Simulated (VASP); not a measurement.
# Fe (P6_3/mmc) in VASP: a series of runs, part 2 of 2

VASP 6.6.1. Earlier steps stand in the parts before.

### 3 Single point, PBEsol (zz strain of +2 %)

INCAR

```
SYSTEM = Fe
  PREC = Accurate
  ENCUT = 520
  EDIFF = 1E-6
  ISMEAR = -1
  SIGMA = 0.08
  LREAL = .FALSE.
  LASPH = .TRUE.
  NELM = 60
  ALGO = Normal
  ISIF = 2
  LWAVE = .FALSE.
  LCHARG = .FALSE.
  GGA = PS
  NBANDS = 15
```

KPOINTS

```
regular mesh
0
G
  17 17 10
  0 0 0
```

POSCAR

```
Fe
1.0
    2.4341575853      0.0000000000      0.0000000000
   -1.2170787927      2.1080423057      0.0000000000
    0.0000000000      0.0000000000      3.9187731594
Fe
2
Direct
    0.3333333333      0.6666666667      0.2500000000
    0.6666666667      0.3333333333      0.7500000000
```

Potentials or basis: VASP PAW PBE potentials, release 64 (Fe).

On the command line:

```sh
$ cat potpaw_PBE.64/Fe/POTCAR > POTCAR
$ mpirun -np 1 vasp_std > vasp.out
```

OUTCAR:

```text
SYSTEM = Fe
   PREC = Accurate
   ENCUT = 520
   EDIFF = 1E-6
   ISMEAR = -1
   LREAL = .FALSE.
   LASPH = .TRUE.
   NELM = 60
   ISIF = 2
   GGA = PS

 ion  position               nearest neighbor table
   1  0.333  0.667  0.250-   2 2.41   2 2.41   2 2.41   2 2.41   2 2.41   2 2.41
   2  0.667  0.333  0.750-   1 2.41   1 2.41   1 2.41   1 2.41   1 2.41   1 2.41

  LATTYP: Found a hexagonal cell.
 ALAT       =     2.4341575853
 C/A-ratio  =     1.6099093925

  Lattice vectors:

 A1 = (   2.4341575853,   0.0000000000,   0.0000000000)
 A2 = (  -1.2170787927,   2.1080423057,   0.0000000000)
 A3 = (   0.0000000000,   0.0000000000,   3.9187731594)

Analysis of symmetry for initial positions (statically):
=====================================================================
 Subroutine PRICEL returns:
 Original cell was already a primitive cell.

 Routine SETGRP: Setting up the symmetry group for a
 hexagonal supercell.

 Subroutine GETGRP returns: Found 24 space group operations
 (whereof 12 operations were pure point group operations)
 out of a pool of 24 trial point group operations.

The static configuration has the point symmetry D_3d.
 The point group associated with its full space group is D_6h.

Analysis of symmetry for dynamics (positions and initial velocities):
=====================================================================
 Subroutine PRICEL returns:
 Original cell was already a primitive cell.

 Routine SETGRP: Setting up the symmetry group for a
 hexagonal supercell.

 Subroutine GETGRP returns: Found 24 space group operations
 (whereof 12 operations were pure point group operations)
 out of a pool of 24 trial point group operations.

The dynamic configuration has the point symmetry D_3d.
 The point group associated with its full space group is D_6h.

 Subroutine INISYM returns: Found 24 space group operations
 (whereof 12 operations are pure point group operations),
[... 122 lines left out ...]
   LHFCALC =     F    Hartree Fock is set to
   AEXX    =    0.0000 exact exchange contribution
   IVDW    =     0    specifies the selected vdW correction
   LEPSILON=     F    determine dielectric tensor
   LRPA    =     F    only Hartree local field effects (RPA)
 non-spin polarized calculation
  energy-cutoff  :      520.00
  volume of cell :       20.11
 maximum number of plane-waves:       563
 NGX is ok and might be reduce to    18
   NGX =  9   NGY =  9   NGZ = 15

 number of electron      16.0000019 magnetization

 Free energy of the ion-electron system (eV)
  ---------------------------------------------------
  ext. energy  EPLUGINS =         0.00000000
  ---------------------------------------------------
  free energy    TOTEN  =       -17.87738226 eV

  energy without entropy =      -17.82181284  energy(sigma->0) =      -17.84959755

 E-fermi :   6.8952     XC(G=0): -14.0317

 val. band max:        6.8923027577   @ k =   0.2941   0.0588   0.1000
 cond. band min:       6.9035074050   @ k =   0.2941   0.1176   0.1000
 fundamental gap:      0.0112046473
 Fermi energy:         6.8951943188

 k-point     1 :       0.0000    0.0000    0.0000
  band No.  band energies     occupation
      1      -2.1424      2.00000
      2       1.8512      2.00000
      3       5.2169      2.00000
      4       5.2184      2.00000
      5       5.2184      2.00000
      6       5.6663      2.00000
      7       5.6663      2.00000
      8       6.1236      1.99987
      9       6.1236      1.99987
     10       7.1744      0.05916
     11       7.6251      0.00022
     12       7.6251      0.00022
     13      15.5173      0.00000
     14      29.1382      0.00000
[... 401 lines left out ...]
      2       3.2204      2.00000
      3       3.4676      2.00000
      4       3.7010      2.00000
      5       5.0025      2.00000
      6       5.2935      2.00000
      7       5.7796      2.00000
      8       6.3315      1.99826
      9       7.0514      0.24844
     10       7.5781      0.00039
     11       7.7976      0.00003
     12      14.1519      0.00000
     13      16.0012      0.00000
     14      20.6201      0.00000
     15      21.3681      0.00000

 [... further k-points ...]

------------------------ aborting loop because EDIFF is reached ----------------------------------------

  FORCE on cell =-STRESS in cart. coord.  units (eV):
  Direction    XX          YY          ZZ          XY          YZ          ZX
  --------------------------------------------------------------------------------------
  -------------------------------------------------------------------------------------
  Total       -0.6029607     -0.6029607     -1.6536904      0.0000000     -0.0000000      0.0000000
  in kB      -48.0420437    -48.0420437   -131.7609278      0.0000000     -0.0000000      0.0000000
  external PRESSURE =     -75.9483384 kB  Pullay stress =       0.0000000 kB

 VOLUME and BASIS-vectors are now :
 -----------------------------------------------------------------------------
  energy-cutoff  :      520.00
  volume of cell :       20.11
      direct lattice vectors                 reciprocal lattice vectors
     2.434157585  0.000000000  0.000000000     0.410819746  0.237186891  0.000000000
    -1.217078793  2.108042306  0.000000000     0.000000000  0.474373781  0.000000000
     0.000000000  0.000000000  3.918773159     0.000000000  0.000000000  0.255181905

 POSITION                                       TOTAL-FORCE (eV/Angst)
 -----------------------------------------------------------------------------------
     -0.00000      1.40536      0.97969         0.000000      0.000000      0.000000
      1.21708      0.70268      2.93908        -0.000000     -0.000000      0.000000
 -----------------------------------------------------------------------------------
    total drift:                                0.000000     -0.000000     -0.000000

  FREE ENERGIE OF THE ION-ELECTRON SYSTEM (eV)
  ---------------------------------------------------
  free  energy   TOTEN  =       -17.8773822550 eV

  energy  without entropy=      -17.8218128377  energy(sigma->0) =      -17.84959755
```

stdout:

```text
POSCAR found type information on POSCAR Fe
 POSCAR found :  1 types and       2 ions
 scaLAPACK will be used
 -----------------------------------------------------------------------------
|                                                                             |
|                                                                             |
|     You enforced a specific xc type in the INCAR file but a different       |
|     I HOPE YOU KNOW WHAT YOU ARE DOING!                                     |
|                                                                             |
 -----------------------------------------------------------------------------

 LDA part: xc-table for (Slater+PW92), standard interpolation
 POSCAR, INCAR and KPOINTS ok, starting setup
 FFT: planning ... GRIDC
 FFT: planning ... GRID_SOFT
 FFT: planning ... GRID
 WAVECAR not read
 entering main loop
```

Wall time 1.8 min (1 thread of Intel Xeon 8259CL, shared host); peak memory 0.17 GiB.

Results:

```
Free energy            : -17.8774 eV
Pressure               : -7.6 GPa
Band gap on the k mesh : zero (bands 8 and 9 overlap by 1.89 eV)
```

Levels at points of the mesh, in eV from the Fermi level:
| k point | band 6 | band 7 | band 8 | band 9 | band 10 | band 11 |
| --- | --- | --- | --- | --- | --- | --- |
| (0.00, 0.00, 0.00) | -1.23 | -1.23 | -0.77 | -0.77 | 0.28 | 0.73 |
| (0.00, 0.00, 0.50) | -1.77 | -1.77 | -1.77 | 0.33 | 0.33 | 0.33 |

Caveat: the cell differs from its parent crystal (zz strain of +2 %); the cell stands under tension; the PAW data sets were made with another functional, which shifts forces and pressure a little; the run has no spin polarisation, though such a crystal can be magnetic.

### 4 Single point, PBEsol (equal xx and yy strain of +1 %)

INCAR

```
PREC = Accurate
ENCUT = 520
EDIFF = 1E-7
ISMEAR = -1
SIGMA = 0.08
LREAL = F
LASPH = T
NELM = 60
ALGO = Normal
ISIF = 2
LWAVE = F
LCHARG = F
GGA = PS
NBANDS = 15
```

KPOINTS

```
regular mesh
0
Gamma
  17 17 10
```

POSCAR

```
Fe
1.0
    2.4584991612      0.0000000000      0.0000000000
   -1.2292495806      2.1291227288      0.0000000000
    0.0000000000      0.0000000000      3.8419344700
Fe
2
Direct
    0.3333333333      0.6666666667      0.2500000000
    0.6666666667      0.3333333333      0.7500000000
```

On the command line:

```sh
$ cat potpaw_PBE.64/Fe/POTCAR > POTCAR
$ mpirun -np 1 vasp_std > vasp.out
```

Wall time 1.7 min (1 thread of Intel Xeon 8259CL, shared host); peak memory 0.17 GiB.

It converged, with:

```
Free energy            : -17.8816 eV
Pressure               : -7.5 GPa
Band gap on the k mesh : zero (bands 8 and 9 overlap by 1.82 eV)
```

Stress tensor (GPa, compression positive):
```
-9.09  0.00  0.00
 0.00 -9.09  0.00
 0.00  0.00 -4.19
```

Levels at points of the mesh, in eV from the Fermi level:
| k point | band 5 | band 6 | band 7 | band 8 | band 9 | band 10 | band 11 | band 12 |
| --- | --- | --- | --- | --- | --- | --- | --- | --- |
| (0.00, 0.00, 0.00) | -1.49 | -1.21 | -1.21 | -0.92 | -0.92 | 0.66 | 0.73 | 0.73 |
| (0.00, 0.00, 0.50) | -1.84 | -1.84 | -1.84 | -1.84 | 0.33 | 0.33 | 0.33 | 0.33 |

Caveat: the cell differs from its parent crystal (equal xx and yy strain of +1 %); the cell stands under tension; the PAW data sets were made with another functional, which shifts forces and pressure a little; the run has no spin polarisation, though such a crystal can be magnetic.

### 5 Single point, PBEsol (zz strain of +3 %)

INCAR

```
ALGO = Normal ; EDIFF = 1E-6
ENCUT = 520 ; GGA = PS
ISIF = 2 ; ISMEAR = -1
LASPH = T ; LCHARG = F
LREAL = F ; LWAVE = F
NBANDS = 15 ; NELM = 60
PREC = Accurate ; SIGMA = 0.08
```

KPOINTS

```
k-points
0
Gamma
  17 17 10
```

POSCAR

```
Fe
1.0
    2.4341575853      0.0000000000      0.0000000000
   -1.2170787927      2.1080423057      0.0000000000
    0.0000000000      0.0000000000      3.9571925041
Fe
2
Direct
    0.3333333333      0.6666666667      0.2500000000
    0.6666666667      0.3333333333      0.7500000000
```

On the command line:

```sh
$ cat potpaw_PBE.64/Fe/POTCAR > POTCAR
$ mpirun -np 1 vasp_std > vasp.out
```

Wall time 96 s (1 thread of Intel Xeon 8259CL, shared host); peak memory 0.17 GiB.

It converged, with:

| Item | Value |
| --- | --- |
| Free energy | -17.8578 eV |
| Pressure | -10.3 GPa |
| Band gap on the k mesh | zero (bands 8 and 9 overlap by 1.86 eV) |

Stress tensor (GPa, compression positive):
```
 -6.09   0.00   0.00
  0.00  -6.09   0.00
  0.00   0.00 -18.57
```

Levels at points of the mesh, in eV from the Fermi level:
| k point | band 4 | band 5 | band 6 | band 7 | band 8 | band 9 | band 10 | band 11 | band 12 | band 13 |
| --- | --- | --- | --- | --- | --- | --- | --- | --- | --- | --- |
| (0.00, 0.00, 0.00) | -1.64 | -1.64 | -1.22 | -1.22 | -0.71 | -0.71 | 0.16 | 0.72 | 0.72 | 8.38 |
| (0.00, 0.00, 0.50) | -2.21 | -1.72 | -1.72 | -1.72 | -1.72 | 0.32 | 0.32 | 0.32 | 0.32 | 16.49 |

Caveat: the cell differs from its parent crystal (zz strain of +3 %); the cell stands under tension; the PAW data sets were made with another functional, which shifts forces and pressure a little; the run has no spin polarisation, though such a crystal can be magnetic. Spin polarisation is off, so any magnetic state and its effect on volume and gap are missing.

### 6 Overview

```tsv
cell	gap on the mesh (eV)	pressure (GPa)
a = 2.450, b = 2.450, c = 3.867 Å, angles 90.0, 90.0, 120.0°, 2 atoms	none	-7.6
a = 2.434, b = 2.434, c = 3.919 Å, angles 90.0, 90.0, 120.0°, 2 atoms	none	-7.6
a = 2.458, b = 2.458, c = 3.842 Å, angles 90.0, 90.0, 120.0°, 2 atoms	none	-7.5
a = 2.434, b = 2.434, c = 3.957 Å, angles 90.0, 90.0, 120.0°, 2 atoms	none	-10.3
```

Alike in all rows: task single point; level PBEsol; potentials or basis VASP PAW PBE potentials, release 64 (Fe); no spin polarisation; k mesh 17 × 17 × 10; cutoff (eV) 520; smearing fermi-dirac 0.08 eV.

Caveats: the cell stands under tension; the PAW data sets were made with another functional, which shifts forces and pressure a little; the run has no spin polarisation, though such a crystal can be magnetic.

Total energies depend on the potentials used, so only differences within one code and one set of settings carry meaning.
